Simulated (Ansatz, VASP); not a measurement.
**SiGe6: VASP beside Ansatz**

```
Si Ge
1.0
     5.34535    3.08614    3.29609
    -5.34535    3.08614    3.29609
     0.00000   -6.17228    3.29609
Si Ge
2 12
Direct
  0.12026 0.12026 0.12026
  0.87974 0.87974 0.87974
  0.59216 0.73300 0.30535
  0.84216 0.98241 0.56136
  0.40784 0.26700 0.69465
  0.15784 0.01759 0.43864
  0.69465 0.40784 0.26700
  0.43864 0.15784 0.01759
  0.30535 0.59216 0.73300
  0.56136 0.84216 0.98241
  0.73300 0.30535 0.59216
  0.98241 0.56136 0.84216
  0.26700 0.69465 0.40784
  0.01759 0.43864 0.15784
```

Alike in both runs: task single point; functional PBE; k mesh 3 × 3 × 3; occupations gaussian, width 0.2 eV; no spin polarisation.

```csv
,VASP,Ansatz
version,VASP 6.6.1,Ansatz 0.2.0
potentials or method,"VASP PAW PBE potentials, release 64 (Si, Ge_d), cutoff 520 eV","scalar-relativistic, plane waves, PAW"
valence electrons in the cell,176,176
```

```csv
,VASP,Ansatz,Ansatz less VASP
pressure (GPa),0.0,0.0,+0.04
"traceless stress, the component that is largest in VASP (GPa)",0.05,0.05,-0.005
rms of the force components (eV/Å),0.010,0.010,-0.0001
```

Atom by atom the forces differ by 0.001 eV/Å (rms over components).
